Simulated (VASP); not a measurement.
The system is ZnSe.

```xyz
4
Lattice="4.1077 0.0000 0.0000 0.0000 4.1077 0.0000 0.0000 0.0000 6.0704" Properties=species:S:1:pos:R:3 pbc="T T T"
Zn    4.1077    0.0000    0.0000
Zn    2.0539    2.0539    0.0000
Se    4.1077    2.0539    1.4950
Se    2.0539    0.0000    4.5753
```

Base run:

| Property | Result |
| --- | --- |
| Program | VASP 6.6.1 |
| Functional | LDA |
| Potentials or basis | VASP PAW LDA potentials, release 64 (Zn, Se) |
| Cutoff | 500 eV |
| k mesh | 6 × 6 × 4 |
| Occupations | gaussian, width 0.01 eV |
| Spin | no spin polarisation |

Its results: band gap on the k mesh 1.73 eV; pressure -4.5 GPa; largest force 0.578 eV/Å.

Problem. The run is repeated on the same cell with these changes: functional from LDA to BLYP; potentials or basis from VASP PAW LDA potentials, release 64 (Zn, Se) to VASP PAW PBE potentials, release 64 (Zn, Se). What comes out?

Solution. Band gap on the k mesh 1.83 eV; pressure 3.0 GPa; largest force 0.264 eV/Å.

Caveats: the cell stands under tension (at least some runs); the PAW data sets were made with another functional, which shifts forces and pressure a little (at least some runs).

A k mesh can miss the band edges.
